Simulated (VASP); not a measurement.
Runs of VASP 6.6.1 on AlNi. The structure is that of space group P4mm (No. 99), or close to it. The cells are those of the table. 

| cell | gap on the mesh (eV) | pressure (GPa) | largest force (eV/Å) |
| --- | --- | --- | --- |
| a = 2.893, b = 2.893, c = 10.678 Å, 6 atoms | none | -5.4 | 0.86 |
| a = 2.893, b = 2.893, c = 11.878 Å, 6 atoms | none | (b) | 0.95 |
| a = 2.893, b = 2.893, c = 9.878 Å, 6 atoms | none | -6.5 | 0.99 |
| a = 2.893, b = 2.893, c = 8.978 Å, 6 atoms | none | (a) | 0.95 |
| a = 2.893, b = 2.893, c = 8.378 Å, 6 atoms | none | 7.8 | 1.94 |
| a = 2.893, b = 2.893, c = 9.378 Å, 6 atoms | none | -6.1 | 1.27 |

Alike in all rows: task single point; level PBE; potentials or basis VASP PAW PBE potentials, release 64 (Al, Ni); no spin polarisation; k mesh 15 × 15 × 5; cutoff (eV) 520; smearing gaussian 0.15 eV.

Task: Estimate the missing entries.

Result: (a) -3.9; (b) -4.1.

Caveats: the cell stands under tension (at least some runs); forces of over 1 eV/Å act on the atoms, so gaps and moduli don't describe the material at rest (at least some runs); the cell stands under pressure (at least some runs).

A gap of «none» marks levels without a gap at the run's occupations.
